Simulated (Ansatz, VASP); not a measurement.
One calculation of Sb, two programs

Contents of INCAR:

```
PREC = Accurate ; ENCUT = 520
EDIFF = 1E-8 ; ISMEAR = -1
SIGMA = 0.05 ; LREAL = False
LASPH = True ; NELM = 80
ALGO = Normal ; ISIF = 2
LWAVE = False ; LCHARG = False
GGA = PS ; LEFG = True
NBANDS = 12
```

File KPOINTS:

```
regular mesh
0
Gamma
  9 9 9
```

File POSCAR:

```
Sb
1.0
    2.1683746945      1.2519117136      3.7749435520
   -2.1683746945      1.2519117136      3.7749435520
    0.0000000000     -2.5038234270      3.7749435520
Sb
2
Direct
    0.2336400000      0.2336400000      0.2336400000
    0.7663600000      0.7663600000      0.7663600000
```

Input for Ansatz:

```yaml
crystal:
  lattice:
    - [2.1683746945, 1.2519117136, 3.774943552]
    - [-2.1683746945, 1.2519117136, 3.774943552]
    - [0.0, -2.503823427, 3.774943552]
  atoms:
    - { symbol: Sb, position: [0.23364, 0.23364, 0.23364] }
    - { symbol: Sb, position: [0.76636, 0.76636, 0.76636] }
kpoints:
  mp_grid: { grid: [9, 9, 9] }
scf:
  occupations: { method: fermi_dirac, width: 0.05 }
hamiltonian:
  xc: pbesol
  pseudopotentials: { kind: paw }
output:
  forces: true
  stress: true
  eigenvalues: true
  efg: { contact_densities: true }
```

Change from the starting cell: volume scaled by 1.025, PAW files.

Alike in both runs: task electric field gradients; functional PBEsol; k mesh 9 × 9 × 9; occupations fermi-dirac, width 0.05 eV; no spin polarisation.

```csv
,VASP,Ansatz
version,VASP 6.6.1,Ansatz 0.2.0
potentials or method,"VASP PAW PBE potentials, release 64 (Sb)","PAW with Ansatz's default frozen-core files, scalar-relativistic"
plane-wave cutoff (eV),520,420
valence electrons in the cell,10,30
```

Ansatz gave:

| Property | Result |
| --- | --- |
| pressure (GPa) | -1.0 |
| traceless stress, the component that is largest in VASP (GPa) | -0.15 |
| rms of the force components (eV/Å) | 0.012 |
| size of Vzz on the site where it differs most (V/Å²) | 46.6 |

Question: What did VASP give for the same quantities?

Answer: Pressure (GPa): -0.8; traceless stress, the component that is largest in VASP (GPa): -0.20; rms of the force components (eV/Å): 0.041; size of Vzz on the site where it differs most (V/Å²): 42.8.

VASP's potentials were made for PBE, not for PBEsol. Atom by atom the forces differ by 0.029 eV/Å (rms over components). The functional is the same, so the differences come from potentials, cutoffs and numerics. VASP's potentials hold 10 valence electrons a cell and Ansatz's 30, so a difference there can come from the potentials and not from the codes.

Spin-orbit coupling is off throughout.
